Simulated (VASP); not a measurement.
# SrCl2 (P-3m1) in VASP: single point with PBE-based screened hybrid with 35 % exact exchange

Aim: the single point of SrCl2 with PBE-based screened hybrid with 35 % exact exchange.

Program: VASP 6.6.1. These are calculated values, not measurements. Logs are shortened: lines on timing, memory, paths and dates and some standing lists are left out, and cuts for length are marked.

## (1) The cell of the first run

Symmetry: P-3m1, No. 164, trigonal system. The conventional cell has a = 4.407 Å, b = 4.407 Å, c = 5.596 Å, α = 90.00°, β = 90.00°, γ = 120.00°. Within 3.8 Å of Sr (site symmetry -3m) lie 6 Cl at 2.90 Å. Cl (site symmetry 3m) has 3 Sr at 2.90 Å and 6 Cl at 3.77 to 3.79 Å within 3.8 Å.

## (2) Single point, PBE-based screened hybrid with 35 % exact exchange

POSCAR

```
SrCl2
1.0
    4.4072489055      0.0000000000      0.0000000000
   -2.2036244528      3.8167895130      0.0000000000
    0.0000000000      0.0000000000      5.5960650195
Sr Cl
1 2
Direct
    0.0000000000      0.0000000000      0.0000000000
    0.3333333333      0.6666666667      0.2486950203
    0.6666666667      0.3333333333      0.7513049797
```

INCAR.step1

```
ALGO     = Normal         # electronic algorithm
EDIFF    = 1E-5           # SCF threshold, eV
ENCUT    = 520            # plane-wave cutoff, eV
GGA      = PE             # functional
ISIF     = 2              # what is computed and relaxed
ISMEAR   = 0              # smearing method
LASPH    = True           # aspherical terms in the spheres
LREAL    = False          # projectors in reciprocal space
LWAVE    = True           # write WAVECAR
NBANDS   = 19             # bands
NELM     = 100            # most SCF steps
PREC     = Accurate       # precision mode
SIGMA    = 0.01           # smearing width, eV
```

INCAR.step2

```
AEXX     = 0.35           # exact-exchange fraction
ALGO     = Normal         # electronic algorithm
EDIFF    = 1E-6           # SCF threshold, eV
ENCUT    = 520            # plane-wave cutoff, eV
GGA      = PE             # functional
HFSCREEN = 0.2078         # screening, 1/A
ISIF     = 2              # what is computed and relaxed
ISMEAR   = 0              # smearing method
ISTART   = 1            
LASPH    = True           # aspherical terms in the spheres
LCHARG   = True           # write CHGCAR
LELF     = True           # ELF
LHFCALC  = True           # exact exchange
LREAL    = False          # projectors in reciprocal space
LVHAR    = True         
LWAVE    = False          # write WAVECAR
NBANDS   = 19             # bands
NELM     = 100            # most SCF steps
PREC     = Accurate       # precision mode
PRECFOCK = Normal       
SIGMA    = 0.01           # smearing width, eV
```

KPOINTS

```
k-points
0
Gamma
  6 6 2
```

Potentials or basis: VASP PAW PBE potentials, release 64 (Sr_sv, Cl).

Run with:

```console
$ cat potpaw_PBE.64/Sr_sv/POTCAR potpaw_PBE.64/Cl/POTCAR > POTCAR
$ cp INCAR.step1 INCAR
$ mpirun -np 1 vasp_std > vasp.out
$ cp INCAR.step2 INCAR
$ mpirun -np 1 vasp_std > vasp.out
```

OUTCAR:

```text
AEXX = 0.35
   EDIFF = 1E-6
   ENCUT = 520
   GGA = PE
   HFSCREEN = 0.2078
   ISIF = 2
   ISMEAR = 0
   ISTART = 1
   LASPH = True
   LHFCALC = True
   LREAL = False
   NELM = 100
   PREC = Accurate
   PRECFOCK = Normal

 ion  position               nearest neighbor table
   1  0.000  0.000  0.000-   2 2.90   3 2.90   3 2.90   2 2.90   3 2.90   2 2.90
   2  0.333  0.667  0.249-   1 2.90   1 2.90   1 2.90
   3  0.667  0.333  0.751-   1 2.90   1 2.90   1 2.90

  LATTYP: Found a hexagonal cell.
 ALAT       =     4.4072489055
 C/A-ratio  =     1.2697410878

  Lattice vectors:

 A1 = (   4.4072489055,   0.0000000000,   0.0000000000)
 A2 = (  -2.2036244528,   3.8167895130,   0.0000000000)
 A3 = (   0.0000000000,   0.0000000000,   5.5960650195)

Analysis of symmetry for initial positions (statically):
=====================================================================
 Subroutine PRICEL returns:
 Original cell was already a primitive cell.

 Routine SETGRP: Setting up the symmetry group for a
 hexagonal supercell.

 Subroutine GETGRP returns: Found 12 space group operations
 (whereof 12 operations were pure point group operations)
 out of a pool of 24 trial point group operations.

The static configuration has the point symmetry D_3d.

Analysis of symmetry for dynamics (positions and initial velocities):
=====================================================================
 Subroutine PRICEL returns:
 Original cell was already a primitive cell.

 Routine SETGRP: Setting up the symmetry group for a
 hexagonal supercell.

 Subroutine GETGRP returns: Found 12 space group operations
 (whereof 12 operations were pure point group operations)
 out of a pool of 24 trial point group operations.

The dynamic configuration has the point symmetry D_3d.

 Subroutine INISYM returns: Found 12 space group operations
 (whereof 12 operations are pure point group operations),
 and found     1 'primitive' translations

----------------------------------------------------------------------------------------

                                     Primitive cell

  volume of cell :      94.1344

  direct lattice vectors                    reciprocal lattice vectors
[... 80 lines left out ...]
   EDIFFG = 0.1E-04   stopping-criterion for IOM
   NSW    =      0    number of steps for IOM
   IBRION =     -1    ionic relax: 0-MD 1-quasi-New 2-CG
   NFREE  =      0    steps in history (QN), initial steepest desc. (CG)
   ISIF   =      2    stress and relaxation
   ISYM   =      3    0-nonsym 1-usesym 2-fastsym
   POTIM  = 0.5000    time-step for ionic-motion
   TEBEG  =    0.0;   TEEND  =   0.0 temperature during run
   PSTRESS=    0.0 pullay stress
   NELECT =      24.0000    total number of electrons
   NUPDOWN=      -1.0000    fix difference up-down
   EMIN   =  10.00;   EMAX   =-10.00  energy-range for DOS
   EFERMI =   0.00;   METHOD = LEGACY
   ISMEAR =     0;   SIGMA  =   0.01  broadening in eV -4-tet -1-fermi 0-gaus
   EFERMI_NEDOS =   21; number of points for ismear=-14 and -15
   IALGO  =     38    algorithm
   IMIX   =      1    mixing-type and parameters
     AMIX     =   0.40;   BMIX     =  1.00
     AMIX_MAG =   1.60;   BMIX_MAG =  1.00
  volume/ion in A,a.u.               =      31.38       211.75
  Fermi-wavevector in a.u.,A,eV,Ry     =   1.038076  1.961679 14.661657  1.077601
  Thomas-Fermi vector in A             =   2.172543
   LORBIT       =      0    0 simple, 1 ext, 2 COOP (PROOUT), +10 PAW based schemes
   GGA     = PE    functional components
   LHFCALC =     T    Hartree Fock is set to
   PRECFOCK=normal    Normal, Fast or Accurate (Low or Medium for compatibility)
   ENCUT4O =  -1.0   cutoff for four orbital integrals eV
   NKREDX  =     1    reduce k-point grid by
   NKREDY  =     1    reduce k-point grid by
   NKREDZ  =     1    reduce k-point grid by
   AEXX    =    0.3500 exact exchange contribution
   HFSCREEN=    0.2078 screening length (either q_TF or 0.3 A-1)
   HFSCREENC=   0.2078 screening length for correlation (either q_TF or 0.3 A-1)
   ENCUTFOCK=  -1.0 apply spherical cutoff to Coloumb kernel
   IVDW    =     0    specifies the selected vdW correction
   LEPSILON=     F    determine dielectric tensor
   LRPA    =     F    only Hartree local field effects (RPA)
 non-spin polarized calculation
 Gauss-broadening in eV      SIGMA  =   0.01
  energy-cutoff  :      520.00
  volume of cell :       94.13
 maximum number of plane-waves:      2570
 NGX is ok and might be reduce to    36
  NGX = 28; NGY = 28; NGZ = 32

 number of electron      24.0000002 magnetization

 Free energy of the ion-electron system (eV)
  ---------------------------------------------------
  ext. energy  EPLUGINS =         0.00000000
  ---------------------------------------------------
  free energy    TOTEN  =       -15.42955794 eV

  energy without entropy =      -15.42955794  energy(sigma->0) =      -15.42955794

 E-fermi :  -2.0283     XC(G=0):  -6.0120

 val. band max:       -2.0885356185   @ k =   0.0000   0.0000   0.0000
 cond. band min:       4.8900690892   @ k =   0.0000   0.0000   0.0000
 fundamental gap:      6.9786047078
 Fermi energy:        -2.0282931065

 k-point     1 :       0.0000    0.0000    0.0000
  band No.  band energies     occupation
      1     -37.6088      2.00000
      2     -18.2225      2.00000
      3     -17.8082      2.00000
      4     -17.8082      2.00000
      5     -16.6960      2.00000
      6     -15.7901      2.00000
[... 285 lines left out ...]
      6     -16.0080      2.00000
[... 11 lines left out ...]
     18       8.9855      0.00000
     19      10.1075      0.00000

------------------------ aborting loop because EDIFF is reached ----------------------------------------

  FORCE on cell =-STRESS in cart. coord.  units (eV):
  Direction    XX          YY          ZZ          XY          YZ          ZX
  --------------------------------------------------------------------------------------
  -------------------------------------------------------------------------------------
  Total        0.3972956      0.3972956      0.4050995     -0.0000000      0.0000000     -0.0000000
  in kB        6.7620104      6.7620104      6.8948326     -0.0000000      0.0000000     -0.0000000
  external PRESSURE =       6.8062845 kB  Pullay stress =       0.0000000 kB

 VOLUME and BASIS-vectors are now :
 -----------------------------------------------------------------------------
  energy-cutoff  :      520.00
  volume of cell :       94.13
      direct lattice vectors                 reciprocal lattice vectors
     4.407248906  0.000000000  0.000000000     0.226898916  0.131000150  0.000000000
    -2.203624453  3.816789513  0.000000000     0.000000000  0.262000301  0.000000000
     0.000000000  0.000000000  5.596065020     0.000000000  0.000000000  0.178696994

 POSITION                                       TOTAL-FORCE (eV/Angst)
 -----------------------------------------------------------------------------------
      0.00000      0.00000      0.00000        -0.000000      0.000000      0.000000
     -0.00000      2.54453      1.39171         0.000000      0.000000     -0.060715
      2.20362      1.27226      4.20435        -0.000000      0.000000      0.060715
 -----------------------------------------------------------------------------------
    total drift:                               -0.000000      0.000000     -0.000007

  FREE ENERGIE OF THE ION-ELECTRON SYSTEM (eV)
  ---------------------------------------------------
  free  energy   TOTEN  =       -15.4295579385 eV

  energy  without entropy=      -15.4295579385  energy(sigma->0) =      -15.42955794
```

OUTCAR.step1:

```text
EDIFF = 1E-5
   ENCUT = 520
   GGA = PE
   ISIF = 2
[... 523 lines left out ...]
      0.00000      0.00000      0.00000        -0.000000      0.000000      0.000000
     -0.00000      2.54453      1.39171         0.000000     -0.000000      0.024383
      2.20362      1.27226      4.20435        -0.000000      0.000000     -0.024383
 -----------------------------------------------------------------------------------
    total drift:                                0.000000      0.000000     -0.000000

  FREE ENERGIE OF THE ION-ELECTRON SYSTEM (eV)
  ---------------------------------------------------
  free  energy   TOTEN  =       -12.5992619328 eV

  energy  without entropy=      -12.5992619328  energy(sigma->0) =      -12.59926193
```

Run time: 27 min. Hardware: 1 thread of Intel Xeon Platinum 8488C (Sapphire Rapids), shared host; peak memory 0.36 GiB.

Results:

- Free energy: -15.4296 eV
- Pressure: 0.7 GPa
- Largest force: 0.061 eV/Å
- Band gap on the k mesh: 6.98 eV

Forces in eV/Å, atoms in the order of the input:
```
Sr   0.000  0.000  0.000
Cl   0.000  0.000 -0.061
Cl   0.000  0.000  0.061
```

Caveat: the k points lie up to 0.56 Å⁻¹ apart; the PAW data sets were made with another functional, which shifts forces and pressure a little.
